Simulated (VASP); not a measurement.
Set up this calculation in VASP 6.6.1, as the native input.

| Property | Result |
| --- | --- |
| Task | single point |
| Functional | PBE |
| Potentials or basis | VASP PAW PBE potentials, release 64 (Cu, Bi_d, H) |
| Cutoff | 520 eV |
| k mesh | 4 × 4 × 4 |
| Occupations | gaussian, width 0.1 eV |
| Spin | no spin polarisation |
| Dipole correction | no |
| Further INCAR settings | ALGO = Normal; EDIFF = 1e-06; NBANDS = 22 |

The structure of CuBiH3 lies in POSCAR:

```
CuBiH3
1.0
    4.1661211232      0.0000000000      0.0000000000
    0.0000000000      4.1661211232      0.0000000000
    0.0000000000      0.0000000000      4.1661211232
Cu Bi H
1 1 3
Direct
    0.0000000000      0.0000000000      0.0000000000
    0.5000000000      0.5000000000      0.5000000000
    0.0000000000      0.5000000000      0.5000000000
    0.5000000000      0.0000000000      0.5000000000
    0.5000000000      0.5000000000      0.0000000000
```

One way to write it, as run:

INCAR

```
SYSTEM = CuBiH3
PREC = Accurate ; ENCUT = 520
EDIFF = 1E-6 ; ISMEAR = 0
SIGMA = 0.1 ; LREAL = .False.
LASPH = .True. ; NELM = 80
ALGO = Normal ; ISIF = 2
LWAVE = .False. ; LCHARG = .False.
GGA = PE ; NBANDS = 22
```

KPOINTS

```
regular mesh
0
Gamma
  4 4 4
  0 0 0
```

Potentials or basis: VASP PAW PBE potentials, release 64 (Cu, Bi_d, H).

Run with:

```sh
$ cat potpaw_PBE.64/Cu/POTCAR potpaw_PBE.64/Bi_d/POTCAR potpaw_PBE.64/H/POTCAR > POTCAR
$ mpirun -np 1 vasp_std > vasp.out
```

It gave:

```yaml
Pressure: 0.3 GPa
```

Caveat: the k points lie up to 0.38 Å⁻¹ apart.

Wall time 7.9 s on 1 thread of Intel(R) Xeon(R) 6975P-C (Granite Rapids), with other jobs on the host, peak memory 0.18 GiB.
